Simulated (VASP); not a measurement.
A run of VASP 6.6.1:

Contents of INCAR:

```
SYSTEM = C
  PREC = Accurate
  ENCUT = 910
  EDIFF = 1E-6
  ISMEAR = -1
  SIGMA = 0.02
  LREAL = .FALSE.
  LASPH = .TRUE.
  NELM = 120
  ALGO = Normal
  ISIF = 2
  LWAVE = .FALSE.
  LCHARG = .FALSE.
  GGA = PS
  NBANDS = 16
  GGA_COMPAT = .FALSE.
```

KPOINTS

```
regular mesh
0
G
  12 9 12
  0 0 0
```

POSCAR

```
C
1.0
   -1.7769030118      1.7769030118      0.0000000000
    0.0000000000      0.0000000000      3.5538060236
    1.7769030118      1.7769030118      0.0000000000
C
4
Direct
    0.5000000000      0.3750000000      0.2500000000
    0.0000000000      0.8750000000      0.7500000000
    0.0000000000      0.1250000000      0.2500000000
    0.5000000000      0.6250000000      0.7500000000
```

Potentials or basis: VASP PAW PBE potentials, release 64 (C_h).

Command:

```console
$ cat potpaw_PBE.64/C_h/POTCAR > POTCAR
$ mpirun -np 1 vasp_std > vasp.out
```

Hardware: 1 thread of Intel(R) Xeon(R) Platinum 8559C (Emerald Rapids) (shared host).

Problem. Estimate the wall time of this run.

Solution. It took 39 s on 1 thread of Intel(R) Xeon(R) Platinum 8559C (Emerald Rapids), on a shared host, peak memory 0.22 GiB. Counts: scf iterations 11, k points 140.
